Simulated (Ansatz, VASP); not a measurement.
**Al3GaN4: VASP beside Ansatz**

```
Al Ga N
1.0
     4.63994    0.00000    0.00011
     0.00000    2.87967    0.00000
    -0.00298    0.00000    4.98455
Al Ga N
3 1 4
Direct
  0.50023 0.50000 0.16733
  0.00092 0.50000 0.83481
  0.00109 0.00000 0.33169
  0.49942 0.00000 0.66620
  0.11117 0.00000 0.66633
  0.12245 0.50000 0.16716
  0.62512 0.50000 0.84019
  0.62319 0.00000 0.32629
```

Change from the starting cell: strain -0.080 along x and y, -0.080 along z, atoms carried along.

Alike in both runs: task single point; functional PBEsol; k mesh 6 × 8 × 4; occupations gaussian, width 0.05 eV; no spin polarisation.

|  | VASP | Ansatz |
| --- | --- | --- |
| version | VASP 6.6.1 | Ansatz 0.2.0 |
| potentials or method | VASP PAW PBE potentials, release 64 (Al, Ga_d, N_h), cutoff 1330 eV | scalar-relativistic, plane waves, PAW |
| valence electrons in the cell | 42 | 42 |

Ansatz gave:

| Quantity | Value |
| --- | --- |
| gap on the k mesh at the Fermi level (eV) | 4.92 |
| least direct gap on the mesh (eV) | 5.48 |
| pressure (GPa) | 81.3 |
| traceless stress, the component that is largest in VASP (GPa) | -2.41 |
| rms of the force components (eV/Å) | 0.113 |

**Question.** Which values does VASP return?

**Answer.** gap on the k mesh at the Fermi level (eV): 4.91; least direct gap on the mesh (eV): 5.48; pressure (GPa): 81.8; traceless stress, the component that is largest in VASP (GPa): -2.42; rms of the force components (eV/Å): 0.095.

VASP's potentials were made for PBE, not for PBEsol. Atom by atom the forces differ by 0.035 eV/Å (rms over components). Both programs put the cell under a high pressure, so it lies far from rest at this level.

Noted on VASP's run: the cell as given lies far from equilibrium.
